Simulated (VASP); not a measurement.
# Ni (Fm-3m) in VASP: further runs

Runs on Ni. Level: r2SCAN. Tasks: single point.

Everything below comes from runs of VASP 6.6.1. Logs are shortened: lines on timing, memory, paths and dates and some standing lists are left out, and cuts for length are marked.

## (1) The cell of the first run

It takes space group Fm-3m (No. 225, cubic). The conventional cell has a = 3.538 Å, b = 3.538 Å, c = 3.538 Å, α = 90.00°, β = 90.00°, γ = 90.00°. Within 3.3 Å of Ni (site symmetry m-3m) lie 12 Ni at 2.50 Å.

## (2) Single point, r2SCAN

Input file POSCAR:

```
Ni
1.0
    0.0000000000      1.7691000000      1.7691000000
    1.7691000000      0.0000000000      1.7691000000
    3.5382000000      3.5382000000      0.0000000000
Ni
2
Direct
    0.0000000000      0.0000000000      0.0000000000
    0.0000000000      0.0000000000      0.5000000000
```

Input file INCAR.step1:

```
SYSTEM = Ni
ALGO = Normal
EDIFF = 1E-4
ENCUT = 520
GGA = PE
ISMEAR = -1
LASPH = .True.
LCHARG = .False.
LREAL = .False.
LWAVE = .True.
NBANDS = 17
NELM = 60
PREC = Accurate
SIGMA = 0.1
```

Input file INCAR.step2:

```
SYSTEM = Ni
ALGO = Normal
EDIFF = 1E-7
ENCUT = 520
ISIF = 2
ISMEAR = -1
ISTART = 1
LASPH = .True.
LCHARG = .False.
LMIXTAU = .True.
LREAL = .False.
LWAVE = .False.
METAGGA = R2SCAN
NBANDS = 17
NELM = 60
PREC = Accurate
SIGMA = 0.1
```

Input file KPOINTS:

```
k-points
0
Gamma
  14 14 7
  0 0 0
```

Potentials or basis: VASP PAW PBE potentials, release 64 (Ni).

Command:

```bash
> cat potpaw_PBE.64/Ni/POTCAR > POTCAR
> cp INCAR.step1 INCAR
> mpirun -np 1 vasp_std > vasp.out
> cp INCAR.step2 INCAR
> mpirun -np 1 vasp_std > vasp.out
```

OUTCAR:

```text
SYSTEM = Ni
   EDIFF = 1E-7
   ENCUT = 520
   ISIF = 2
   ISMEAR = -1
   ISTART = 1
   LASPH = .True.
   LREAL = .False.
   METAGGA = R2SCAN
   NELM = 60
   PREC = Accurate

 ion  position               nearest neighbor table
   1  0.000  0.000  0.000-   2 2.50   2 2.50   2 2.50   2 2.50   2 2.50   2 2.50
   2  0.000  0.000  0.500-   1 2.50   1 2.50   1 2.50   1 2.50   1 2.50   1 2.50

  LATTYP: Found a trigonal (rhomboedric) cell.
 ALAT       =     4.3333923040
 COS(alpha) =     0.8333333333

  Lattice vectors:

 A1 = (   3.5382000000,   1.7691000000,  -1.7691000000)
 A2 = (   1.7691000000,   1.7691000000,  -3.5382000000)
 A3 = (   1.7691000000,   3.5382000000,  -1.7691000000)

Analysis of symmetry for initial positions (statically):
=====================================================================
 Subroutine PRICEL returns following result:

  LATTYP: Found a face centered cubic cell.
 ALAT       =     3.5382000000

  Lattice vectors:

 A1 = (   0.0000000000,   1.7691000000,   1.7691000000)
 A2 = (   1.7691000000,   0.0000000000,   1.7691000000)
 A3 = (   1.7691000000,   1.7691000000,   0.0000000000)

   2 primitive cells build up your supercell.

 Routine SETGRP: Setting up the symmetry group for a
 trigonal (rhombohedral) supercell.

 Subroutine GETGRP returns: Found 12 space group operations
 (whereof 12 operations were pure point group operations)
 out of a pool of 12 trial point group operations.

The static configuration has the point symmetry D_3d.

Analysis of symmetry for dynamics (positions and initial velocities):
=====================================================================
 Subroutine PRICEL returns following result:

  LATTYP: Found a face centered cubic cell.
 ALAT       =     3.5382000000

  Lattice vectors:

 A1 = (   0.0000000000,   1.7691000000,   1.7691000000)
 A2 = (   1.7691000000,   0.0000000000,   1.7691000000)
 A3 = (   1.7691000000,   1.7691000000,   0.0000000000)

   2 primitive cells build up your supercell.

 Routine SETGRP: Setting up the symmetry group for a
 trigonal (rhombohedral) supercell.

 Subroutine GETGRP returns: Found 12 space group operations
 (whereof 12 operations were pure point group operations)
 out of a pool of 12 trial point group operations.

The dynamic configuration has the point symmetry D_3d.

[... 103 lines left out ...]
   NGX,Y,Z   is equivalent  to a cutoff of  13.29, 13.29, 13.29 a.u.
   NGXF,Y,Z  is equivalent  to a cutoff of  26.58, 26.58, 26.58 a.u.
 SYSTEM =  Ni
   PREC   = accura    normal or accurate (medium, high low for compatibility)
   ISTART =      1    job   : 0-new  1-cont  2-samecut
   ICHARG =      0    charge: 1-file 2-atom 10-const
   ISPIN  =      1    spin polarized calculation?
   LNONCOLLINEAR =      F non collinear calculations
   LSORBIT =      F    spin-orbit coupling
   LASPH  =      T    aspherical Exc in radial PAW
   ENCUT  =  520.0 eV  38.22 Ry    6.18 a.u.   4.65  4.65  9.30*2*pi/ulx,y,z
   NELM   =     60;   NELMIN=  2; NELMDL=  0     # of ELM steps
   EDIFF  = 0.1E-06   stopping-criterion for ELM
   LREAL  =      F    real-space projection
   EDIFFG = 0.1E-05   stopping-criterion for IOM
   NSW    =      0    number of steps for IOM
   IBRION =     -1    ionic relax: 0-MD 1-quasi-New 2-CG
   NFREE  =      0    steps in history (QN), initial steepest desc. (CG)
   ISIF   =      2    stress and relaxation
   ISYM   =      2    0-nonsym 1-usesym 2-fastsym
   POTIM  = 0.5000    time-step for ionic-motion
   TEBEG  =    0.0;   TEEND  =   0.0 temperature during run
   PSTRESS=    0.0 pullay stress
   NELECT =      20.0000    total number of electrons
   NUPDOWN=      -1.0000    fix difference up-down
   EMIN   =  10.00;   EMAX   =-10.00  energy-range for DOS
   EFERMI =   0.00;   METHOD = LEGACY
   ISMEAR =    -1;   SIGMA  =   0.10  broadening in eV -4-tet -1-fermi 0-gaus
   EFERMI_NEDOS =   21; number of points for ismear=-14 and -15
   IALGO  =     38    algorithm
   IMIX   =      4    mixing-type and parameters
     AMIX     =   0.40;   BMIX     =  1.00
     AMIX_MAG =   1.60;   BMIX_MAG =  1.00
  volume/ion in A,a.u.               =      11.07        74.73
  Fermi-wavevector in a.u.,A,eV,Ry     =   1.582386  2.990276 34.068249  2.503946
  Thomas-Fermi vector in A             =   2.682317
   LORBIT       =      0    0 simple, 1 ext, 2 COOP (PROOUT), +10 PAW based schemes
   METAGGA = R2SCAN    functional components
   LHFCALC =     F    Hartree Fock is set to
   AEXX    =    0.0000 exact exchange contribution
   IVDW    =     0    specifies the selected vdW correction
   LEPSILON=     F    determine dielectric tensor
   LRPA    =     F    only Hartree local field effects (RPA)
 non-spin polarized calculation
  energy-cutoff  :      520.00
  volume of cell :       22.15
 maximum number of plane-waves:       609
   NGX =  9   NGY =  9   NGZ = 19

 number of electron      20.0000019 magnetization

 Free energy of the ion-electron system (eV)
  ---------------------------------------------------
  ext. energy  EPLUGINS =         0.00000000
  ---------------------------------------------------
  free energy    TOTEN  =       -23.70100569 eV

  energy without entropy =      -23.52754777  energy(sigma->0) =      -23.61427673

 E-fermi :   8.7259     XC(G=0): -14.2339

 val. band max:        8.7238908658   @ k =   0.5000   0.0000   0.4286
 cond. band min:       8.7393386014   @ k =  -0.4286   0.2143   0.0000
 fundamental gap:      0.0154477357
 Fermi energy:         8.7259487799

 k-point     1 :       0.0000    0.0000    0.0000
  band No.  band energies     occupation
      1      -0.3046      2.00000
      2       4.2863      2.00000
      3       6.8016      2.00000
      4       6.8016      2.00000
      5       6.8919      2.00000
      6       6.8919      2.00000
[... 457 lines left out ...]
      4       6.1825      2.00000
      5       6.4282      2.00000
      6       7.0337      2.00000
[... 9 lines left out ...]
     16      27.2904      0.00000
     17      30.6878      0.00000

 [... further k-points ...]
[... 5 lines left out ...]
  --------------------------------------------------------------------------------------
  -------------------------------------------------------------------------------------
  Total       -1.5851515     -1.5851515     -1.5851515     -0.0001714      0.0001714      0.0001714
  in kB     -114.6738036   -114.6738036   -114.6738036     -0.0123967      0.0123967      0.0123967
  external PRESSURE =    -114.6738036 kB  Pullay stress =       0.0000000 kB

 VOLUME and BASIS-vectors are now :
 -----------------------------------------------------------------------------
  energy-cutoff  :      520.00
  volume of cell :       22.15
      direct lattice vectors                 reciprocal lattice vectors
     0.000000000  1.769100000  1.769100000    -0.282629586  0.282629586  0.282629586
     1.769100000  0.000000000  1.769100000     0.282629586 -0.282629586  0.282629586
     3.538200000  3.538200000  0.000000000     0.141314793  0.141314793 -0.141314793

 POSITION                                       TOTAL-FORCE (eV/Angst)
 -----------------------------------------------------------------------------------
      0.00000      0.00000      0.00000         0.000000      0.000000      0.000000
      1.76910      1.76910      0.00000         0.000000      0.000000     -0.000000
 -----------------------------------------------------------------------------------
    total drift:                               -0.000000     -0.000000      0.000000

  FREE ENERGIE OF THE ION-ELECTRON SYSTEM (eV)
  ---------------------------------------------------
  free  energy   TOTEN  =       -23.7010056860 eV

  energy  without entropy=      -23.5275477740  energy(sigma->0) =      -23.61427673
```

OUTCAR.step1:

```text
SYSTEM = Ni
   EDIFF = 1E-4
   ENCUT = 520
   GGA = PE
   ISMEAR = -1
   LASPH = .True.
   LREAL = .False.
[... 737 lines left out ...]
      0.00000      0.00000      0.00000        -0.000000     -0.000000      0.000000
      1.76910      1.76910      0.00000         0.000000      0.000000     -0.000000
 -----------------------------------------------------------------------------------
    total drift:                               -0.000000     -0.000000      0.000000

  FREE ENERGIE OF THE ION-ELECTRON SYSTEM (eV)
  ---------------------------------------------------
  free  energy   TOTEN  =       -10.9270132959 eV

  energy  without entropy=      -10.7464974106  energy(sigma->0) =      -10.83675535
```

Wall time 3.5 min (1 thread of Intel Xeon Platinum 8488C (Sapphire Rapids), shared host); peak memory 0.18 GiB.

What came out:

| Property | Result |
| --- | --- |
| Free energy | -23.7010 eV |
| Pressure | -11.5 GPa |
| Band gap on the k mesh | zero (band 10 reaches 8.90 eV, above the bottom of band 11 at 8.06 eV) |

Levels at points of the mesh, in eV from the Fermi level:
```
           k point  band 8  band 9  band 10  band 11  band 12  band 13
(0.00, 0.00, 0.00)   -0.82   -0.82    -0.11    -0.04    -0.04     6.23
(0.50, 0.00, 0.00)   -0.04   -0.04     0.17     0.17     2.72     6.23
```

Caveat: the PAW data sets were made with another functional, which shifts forces and pressure a little; the run has no spin polarisation, though such a crystal can be magnetic.

## (3) Single point, r2SCAN, collinear spin, ferromagnetic start

POSCAR is that of step 2.

Input file INCAR.step1:

```
SYSTEM = Ni
  PREC = Accurate
  ENCUT = 520
  ISMEAR = -1
  SIGMA = 0.1
  LREAL = .False.
  LASPH = .True.
  NELM = 150
  ISPIN = 2
  MAGMOM = 2 2
  LMAXMIX = 4
  NBANDS = 21
  GGA = PE
  ALGO = Normal
  EDIFF = 1E-4
  LWAVE = .True.
  LCHARG = .False.
```

Input file INCAR.step2:

```
SYSTEM = Ni
  PREC = Accurate
  ENCUT = 520
  EDIFF = 1E-6
  ISMEAR = -1
  SIGMA = 0.1
  LREAL = .False.
  LASPH = .True.
  NELM = 150
  ALGO = Normal
  ISIF = 2
  LWAVE = .False.
  LCHARG = .False.
  ISPIN = 2
  MAGMOM = 2 2
  LORBIT = 11
  LMAXMIX = 4
  METAGGA = R2SCAN
  LMIXTAU = .True.
  NBANDS = 21
  ISTART = 1
```

Input file KPOINTS:

```
regular mesh
0
Gamma
  14 14 7
  0 0 0
```

Potentials or basis: VASP PAW PBE potentials, release 64 (Ni).

Command:

```bash
> cat potpaw_PBE.64/Ni/POTCAR > POTCAR
> cp INCAR.step1 INCAR
> mpirun -np 1 vasp_std > vasp.out
> cp INCAR.step2 INCAR
> mpirun -np 1 vasp_std > vasp.out
```

Wall time 4.7 min (1 thread of Intel Xeon 6975P-C (Granite Rapids), shared host); peak memory 0.22 GiB.

It converged, with:

```
Free energy                                           : -23.8973 eV
Pressure                                              : -9.2 GPa
Net moment                                            : 1.49 μB per cell
Site moments                                          : Ni +0.77 μB
Valence electrons inside the program's atomic spheres : Ni 9.31
```

Levels at points of the mesh, in eV from the Fermi level:
Spin up:
| k point | band 7 | band 8 | band 9 | band 10 | band 11 | band 12 | band 13 | band 14 | band 15 | band 16 |
| --- | --- | --- | --- | --- | --- | --- | --- | --- | --- | --- |
| (0.00, 0.00, 0.00) | -2.82 | -1.64 | -1.64 | -1.07 | -1.07 | -0.36 | 5.51 | 22.84 | 24.39 | 25.32 |
| (0.50, 0.00, 0.00) | -1.07 | -1.01 | -1.01 | -0.95 | -0.36 | 2.48 | 5.51 | 9.19 | 15.24 | 15.24 |
Spin down:
```
           k point  band 5  band 6  band 7  band 8  band 9  band 10  band 11  band 12  band 13  band 14
(0.00, 0.00, 0.00)   -1.54   -1.54   -1.54   -0.87   -0.87    -0.59     0.19     0.19     6.22    22.72
(0.50, 0.00, 0.00)   -1.88   -0.59   -0.14    0.19    0.19     0.56     0.56     2.21     6.22     9.54
```

Caveat: the PAW data sets were made with another functional, which shifts forces and pressure a little.

## (4) Single point, r2SCAN, collinear spin, antiferromagnetic start

POSCAR is that of step 3.

Input file INCAR.step1:

```
ALGO = Normal
EDIFF = 1E-4
ENCUT = 520
GGA = PE
ISMEAR = -1
ISPIN = 2
LASPH = True
LCHARG = False
LMAXMIX = 4
LREAL = False
LWAVE = True
MAGMOM = 2 -2
NBANDS = 21
NELM = 150
PREC = Accurate
SIGMA = 0.1
```

Input file INCAR.step2:

```
ALGO = Normal
EDIFF = 1E-6
ENCUT = 520
ISIF = 2
ISMEAR = -1
ISPIN = 2
ISTART = 1
LASPH = True
LCHARG = False
LMAXMIX = 4
LMIXTAU = True
LORBIT = 11
LREAL = False
LWAVE = False
MAGMOM = 2 -2
METAGGA = R2SCAN
NBANDS = 21
NELM = 150
PREC = Accurate
SIGMA = 0.1
```

Input file KPOINTS:

```
k-points
0
Gamma
  14 14 7
```

Command:

```bash
> cat potpaw_PBE.64/Ni/POTCAR > POTCAR
> cp INCAR.step1 INCAR
> mpirun -np 1 vasp_std > vasp.out
> cp INCAR.step2 INCAR
> mpirun -np 1 vasp_std > vasp.out
```

Run time: 5.4 min. Hardware: 1 thread of Intel Xeon 6975P-C (Granite Rapids), shared host; peak memory 0.22 GiB.

It converged, with:

- Free energy: -23.7010 eV
- Pressure: -11.5 GPa
- Band gap on the k mesh: zero (filled and empty bands overlap)
- Net moment: 0.00 μB per cell
- Valence electrons inside the program's atomic spheres: Ni 9.32

Levels at points of the mesh, in eV from the Fermi level:
Spin up:
```
           k point  band 8  band 9  band 10  band 11  band 12  band 13
(0.00, 0.00, 0.00)   -0.82   -0.82    -0.11    -0.04    -0.04     6.23
(0.50, 0.00, 0.00)   -0.04   -0.04     0.17     0.17     2.72     6.23
```
Spin down:
| k point | band 8 | band 9 | band 10 | band 11 | band 12 | band 13 |
| --- | --- | --- | --- | --- | --- | --- |
| (0.00, 0.00, 0.00) | -0.82 | -0.82 | -0.11 | -0.04 | -0.04 | 6.23 |
| (0.50, 0.00, 0.00) | -0.04 | -0.04 | 0.17 | 0.17 | 2.72 | 6.23 |

Caveat: the starting moments collapsed, and a magnetic state may lie lower; the PAW data sets were made with another functional, which shifts forces and pressure a little.

## (5) Single point, r2SCAN, collinear spin, ferromagnetic start

POSCAR is that of step 4.

Input file INCAR.step1:

```
SYSTEM = Ni
ALGO = Normal ; EDIFF = 1E-4
ENCUT = 520 ; GGA = PE
ISMEAR = -1 ; ISPIN = 2
LASPH = .True. ; LCHARG = .False.
LMAXMIX = 4 ; LREAL = .False.
LWAVE = .True. ; MAGMOM = 0.91 0.91
NBANDS = 21 ; NELM = 150
PREC = Accurate ; SIGMA = 0.1
```

Input file INCAR.step2:

```
SYSTEM = Ni
ALGO = Normal ; EDIFF = 1E-7
ENCUT = 520 ; ISIF = 2
ISMEAR = -1 ; ISPIN = 2
ISTART = 1 ; LASPH = .True.
LCHARG = .False. ; LMAXMIX = 4
LMIXTAU = .True. ; LORBIT = 11
LREAL = .False. ; LWAVE = .False.
MAGMOM = 0.91 0.91 ; METAGGA = R2SCAN
NBANDS = 21 ; NELM = 150
PREC = Accurate ; SIGMA = 0.1
```

Input file KPOINTS:

```
k-points
0
Gamma
  14 14 7
  0 0 0
```

Command:

```bash
> cat potpaw_PBE.64/Ni/POTCAR > POTCAR
> cp INCAR.step1 INCAR
> mpirun -np 1 vasp_std > vasp.out
> cp INCAR.step2 INCAR
> mpirun -np 1 vasp_std > vasp.out
```

Wall time 5 min (1 thread of Intel Xeon 6975P-C (Granite Rapids), shared host); peak memory 0.22 GiB.

It converged, with:

```
Free energy                                           : -23.8973 eV
Pressure                                              : -9.2 GPa
Net moment                                            : 1.49 μB per cell
Site moments                                          : Ni +0.77 μB
Valence electrons inside the program's atomic spheres : Ni 9.31
```

Levels at points of the mesh, in eV from the Fermi level:
Spin up:
```
           k point  band 9  band 10  band 11  band 12  band 13  band 14
(0.00, 0.00, 0.00)   -1.64    -1.07    -1.07    -0.36     5.51    22.84
(0.50, 0.00, 0.00)   -1.01    -0.95    -0.36     2.48     5.51     9.19
```
Spin down:
| k point | band 5 | band 6 | band 7 | band 8 | band 9 | band 10 | band 11 | band 12 | band 13 | band 14 |
| --- | --- | --- | --- | --- | --- | --- | --- | --- | --- | --- |
| (0.00, 0.00, 0.00) | -1.54 | -1.54 | -1.54 | -0.87 | -0.87 | -0.59 | 0.19 | 0.19 | 6.22 | 22.72 |
| (0.50, 0.00, 0.00) | -1.88 | -0.59 | -0.14 | 0.19 | 0.19 | 0.56 | 0.56 | 2.21 | 6.22 | 9.54 |

Caveat: the PAW data sets were made with another functional, which shifts forces and pressure a little.
